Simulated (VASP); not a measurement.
**Sb: single point with PBE**

System: Sb, a slab with vacuum.

```xyz
4
Lattice="3.3885 0.0000 0.0000 0.0000 4.7920 0.0000 0.0000 0.0000 21.0827" Properties=species:S:1:pos:R:3 pbc="T T T"
Sb    0.8471    1.1980    8.6421
Sb    2.5413    3.5940    9.4411
Sb    0.8471    1.1980   11.6416
Sb    2.5413    3.5940   12.4406
```

```
Program                : VASP 6.6.1
Task                   : single point
Functional             : PBE
Potentials or basis    : VASP PAW PBE potentials, release 64 (Sb)
Cutoff                 : 520 eV
k mesh                 : 10 × 7 × 1
Occupations            : fermi-dirac, width 0.08 eV
Spin                   : no spin polarisation
Dipole correction      : yes
Electric field (eV/Å)  : -0.2 eV/Å
Further INCAR settings : ALGO = Normal; EDIFF = 1e-07; NBANDS = 18; EFIELD = -0.2
```

The largest force is 0.020 eV/Å and the band gap on the k mesh is zero (bands 10 and 11 overlap by 2.29 eV).

Forces on the atoms (eV/Å):
```
Sb   0.000  0.000 -0.020
Sb   0.000  0.000  0.002
Sb   0.000  0.000  0.005
Sb   0.000  0.000  0.012
```

Levels at points of the mesh, in eV from the Fermi level:
| k point | band 8 | band 9 | band 10 | band 11 | band 12 | band 13 |
| --- | --- | --- | --- | --- | --- | --- |
| (0.00, 0.00, 0.00) | -2.17 | -0.14 | 0.56 | 1.25 | 1.38 | 2.35 |
| (0.50, 0.00, 0.00) | -2.61 | -1.83 | -1.83 | -0.50 | -0.50 | -0.36 |

It took 100 s on 1 thread of Intel(R) Xeon(R) 6975P-C (Granite Rapids) (shared host), peak memory 0.45 GiB.

Caveat: spin-orbit coupling is left out, which moves the levels of the heavy elements.
